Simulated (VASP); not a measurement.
Wanted: the native input for a VASP 6.6.1 run.

```
Task                   : single point
Functional             : LDA
Potentials or basis    : VASP PAW LDA potentials, release 64 (In_d, Se)
Cutoff                 : 520 eV
k mesh                 : 7 × 7 × 6
Occupations            : fermi-dirac, width 0.05 eV
Spin                   : no spin polarisation
Dipole correction      : no
Further INCAR settings : ALGO = Normal; EDIFF = 1e-06; NBANDS = 27
```

The structure of InSe lies in POSCAR:

```
InSe
1.0
    5.8263928781     -2.0546489550      0.0000000000
    5.8263928781      2.0546489550      0.0000000000
   -1.7232330140      0.0000000000      4.7713478577
In Se
2 2
Direct
    0.8882032500      0.8882032500      0.0468413600
    0.1117967500      0.1117967500      0.9531586400
    0.6609275900      0.6609275900      0.6689556200
    0.3390724100      0.3390724100      0.3310443800
```

These files were run (other wordings do the same):

INCAR

```
PREC = Accurate
ENCUT = 520
EDIFF = 1E-6
ISMEAR = -1
SIGMA = 0.05
LREAL = False
LASPH = True
NELM = 100
ALGO = Normal
ISIF = 2
LWAVE = False
LCHARG = True
LELF = True
LVHAR = True
NBANDS = 27
```

KPOINTS

```
regular mesh
0
Gamma
  7 7 6
```

Potentials or basis: VASP PAW LDA potentials, release 64 (In_d, Se).

The run is started by

```bash
$ cat potpaw_LDA.64/In_d/POTCAR potpaw_LDA.64/Se/POTCAR > POTCAR
$ mpirun -np 1 vasp_std > vasp.out
```

It gave:

```json
{
  "Pressure": "-2.7 GPa",
  "Largest force": "0.068 eV/Å",
  "Band gap on the k mesh": "1.01 eV (least direct gap 1.08 eV)"
}
```

Caveat: spin-orbit coupling is left out, which moves the levels of the heavy elements.

Wall time 6.2 min on 1 thread of AMD EPYC 7R13 Processor (Zen 3) (shared host), peak memory 0.36 GiB.
